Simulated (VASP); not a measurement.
Write the native input for VASP 6.6.1 that does the following.

* Task: electric field gradients
* Functional: PBEsol
* Potentials or basis: VASP PAW PBE potentials, release 64 (Ca_sv, S)
* Cutoff: 400 eV
* k mesh: 4 × 4 × 4
* Occupations: gaussian, width 0.1 eV
* Spin: collinear spin, zero start
* Starting moments: [0.0, 0.0] μB
* Dipole correction: no
* Further INCAR settings: ALGO = Normal; EDIFF = 1e-08; NBANDS = 19

The structure of CaS lies in POSCAR:

```
CaS
1.0
    0.0000000000      2.8523742917      2.8523742917
    2.8523742917      0.0000000000      2.8523742917
    2.8523742917      2.8523742917      0.0000000000
Ca S
1 1
Direct
    0.0000000000      0.0000000000      0.0000000000
    0.5000000000      0.5000000000      0.5000000000
```

The input as run:

INCAR

```
PREC = Accurate ; ENCUT = 400
EDIFF = 1E-8 ; ISMEAR = 0
SIGMA = 0.1 ; LREAL = F
LASPH = T ; NELM = 200
ALGO = Normal ; ISIF = 2
LWAVE = F ; LCHARG = F
ISPIN = 2 ; MAGMOM = 0 0
LORBIT = 11 ; GGA = PS
LEFG = T ; NBANDS = 19
GGA_COMPAT = F
```

KPOINTS

```
Automatic mesh
0
Gamma
  4 4 4
```

Potentials or basis: VASP PAW PBE potentials, release 64 (Ca_sv, S).

Command:

```console
$ cat potpaw_PBE.64/Ca_sv/POTCAR potpaw_PBE.64/S/POTCAR > POTCAR
$ mpirun -np 1 vasp_std > vasp.out
```

It gave:

```
Pressure                                              : -1.9 GPa
Band gap on the k mesh                                : 2.24 eV (least direct gap 3.06 eV)
Net moment                                            : 0.00 μB per cell
Largest electric field gradient by atom               : under 0.05 V/Å² on every atom
Valence electrons inside the program's atomic spheres : Ca 8.13; S 3.75
```

Caveat: the k points lie up to 0.48 Å⁻¹ apart; the PAW data sets were made with another functional, which shifts forces and pressure a little.

Run time: 46 s on 1 thread of Intel Xeon 8259CL, on a shared host, peak memory 0.17 GiB.
